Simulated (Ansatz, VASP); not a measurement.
One calculation of CaSe, two programs

Contents of POSCAR:

```
CaSe
1.0
    4.0899451617      0.0000000000      0.0000000000
   -2.0449725808      3.5419964101      0.0000000000
    0.0000000000      0.0000000000      7.0901497560
Ca Se
2 2
Direct
    0.0000000000      0.0000000000      0.0000000000
    0.0000000000      0.0000000000      0.5000000000
    0.3333333333      0.6666666667      0.2500000000
    0.6666666667      0.3333333333      0.7500000000
```

INCAR.step1

```
SYSTEM = CaSe
PREC = Accurate
ENCUT = 520
ISMEAR = 0
SIGMA = 0.01
LREAL = .False.
LASPH = .True.
NELM = 100
NBANDS = 24
GGA = PE
ALGO = Normal
EDIFF = 1E-4
LWAVE = .True.
LCHARG = .False.
```

File INCAR.step2:

```
SYSTEM = CaSe
PREC = Accurate
ENCUT = 520
EDIFF = 1E-6
ISMEAR = 0
SIGMA = 0.01
LREAL = .False.
LASPH = .True.
NELM = 100
ALGO = Normal
ISIF = 2
LWAVE = .False.
LCHARG = .False.
METAGGA = R2SCAN
LMIXTAU = .True.
NBANDS = 24
ISTART = 1
```

Contents of KPOINTS:

```
regular mesh
0
Gamma
  6 6 4
  0 0 0
```

Input for Ansatz:

```yaml
crystal:
  lattice:
    - [4.0899451617, 0.0, 0.0]
    - [-2.0449725808, 3.5419964101, 0.0]
    - [0.0, 0.0, 7.090149756]
  atoms:
    - { symbol: Ca, position: [0.0, 0.0, 0.0] }
    - { symbol: Ca, position: [0.0, 0.0, 0.5] }
    - { symbol: Se, position: [0.3333333333, 0.6666666667, 0.25] }
    - { symbol: Se, position: [0.6666666667, 0.3333333333, 0.75] }
kpoints:
  mp_grid: { grid: [6, 6, 4] }
hamiltonian:
  xc: r2scan
scf:
  occupations: { method: fixed }
  n_extra_bands: 5
output:
  forces: true
  stress: true
  eigenvalues: true
```

Alike in both runs: task single point; functional r2SCAN; k mesh 6 × 6 × 4; no spin polarisation.

```csv
,VASP,Ansatz
version,VASP 6.6.1,Ansatz 0.2.0
potentials or method,"VASP PAW PBE potentials, release 64 (Ca_sv, Se)","plane waves, PAW"
plane-wave cutoff (eV),520,500
occupations,"gaussian, width 0.01 eV",fixed
valence electrons in the cell,32,52
```

Ansatz gave:

| Quantity | Value |
| --- | --- |
| gap on the k mesh at the Fermi level (eV) | 2.63 |
| pressure (GPa) | 1.7 |
| traceless stress, the component that is largest in VASP (GPa) | 0.16 |

Task: Estimate VASP's values.

Result: gap on the k mesh at the Fermi level (eV): 2.63; pressure (GPa): 1.9; traceless stress, the component that is largest in VASP (GPa): 0.19.

VASP's potentials were made for PBE, not for r2SCAN. VASP's potentials hold 32 valence electrons a cell and Ansatz's 52, so a difference there can come from the potentials and not from the codes.
